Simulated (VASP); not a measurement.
Write the native input for VASP 6.6.1 that does the following.

| Property | Result |
| --- | --- |
| Task | single point |
| Functional | PBE |
| Potentials or basis | VASP PAW PBE potentials, release 64 (Pt) |
| Cutoff | 520 eV |
| k mesh | 21 × 21 × 11 |
| Occupations | fermi-dirac, width 0.1 eV |
| Spin | no spin polarisation |
| Dipole correction | no |
| Further INCAR settings | ALGO = Normal; EDIFF = 1e-07; NBANDS = 17 |

The structure of Pt lies in POSCAR:

```
Pt
1.0
    2.6514195417      0.0000000000      0.0000000000
   -1.3257097709      2.2961966792      0.0000000000
    0.0000000000      0.0000000000      4.5584772262
Pt
2
Direct
    0.3333333333      0.6666666667      0.2500000000
    0.6666666667      0.3333333333      0.7500000000
```

This isn't the form of Pt at room conditions, which is fcc.

The input as run:

INCAR

```
ALGO = Normal
EDIFF = 1E-7
ENCUT = 520
GGA = PE
ISIF = 2
ISMEAR = -1
LASPH = T
LCHARG = F
LREAL = F
LWAVE = F
NBANDS = 17
NELM = 80
PREC = Accurate
SIGMA = 0.1
```

KPOINTS

```
k-points
0
Gamma
  21 21 11
```

Potentials or basis: VASP PAW PBE potentials, release 64 (Pt).

Run with:

```bash
$ cat potpaw_PBE.64/Pt/POTCAR > POTCAR
$ mpirun -np 1 vasp_std > vasp.out
```

Results of the run:

| Property | Result |
| --- | --- |
| Pressure | 43.2 GPa |
| Band gap on the k mesh | zero (bands 10 and 11 overlap by 1.52 eV) |

Caveat: the cell stands under pressure; spin-orbit coupling is left out, which moves the levels of the heavy elements.

Wall time 56 s on 1 thread of Intel(R) Xeon(R) Platinum 8488C (Sapphire Rapids), on a shared host, peak memory 0.23 GiB.
